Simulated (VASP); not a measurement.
Input of a VASP 6.6.1 run:

INCAR

```
ALGO = Fast
EDIFF = 1E-6
ENCUT = 520
GGA = PE
ISIF = 2
ISMEAR = 0
LASPH = T
LCHARG = T
LELF = T
LREAL = F
LVHAR = T
LWAVE = F
NBANDS = 18
NELM = 80
PREC = Accurate
SIGMA = 0.1
```

The input KPOINTS:

```
k-points
0
Gamma
  16 10 10
```

Contents of POSCAR:

```
TiAl3
1.0
    2.8007757299      0.0000000000      0.0000000000
    0.0000000000      4.7145244778      0.0000000000
    0.0000000000      0.0000000000      4.9322486073
Ti Al
1 3
Direct
    0.0000000000      0.5000000000      0.1629535438
    0.5000000000      0.5000000000      0.6639938917
    0.5000000000      0.0000000000      0.3338339947
    0.0000000000      0.0000000000      0.8392175698
```

Potentials or basis: VASP PAW PBE potentials, release 64 (Ti_sv, Al).

Command:

```console
$ cat potpaw_PBE.64/Ti_sv/POTCAR potpaw_PBE.64/Al/POTCAR > POTCAR
$ mpirun -np 1 vasp_std > vasp.out
```

(1) Estimate the largest force.

(2) Predict the band gap on the k mesh.

(3) What does it give for the pressure?

## Answers

(1) 0.005 eV/Å.

(2) zero (an odd number of electrons rules out a gap without spin polarisation).

(3) 0.0 GPa.
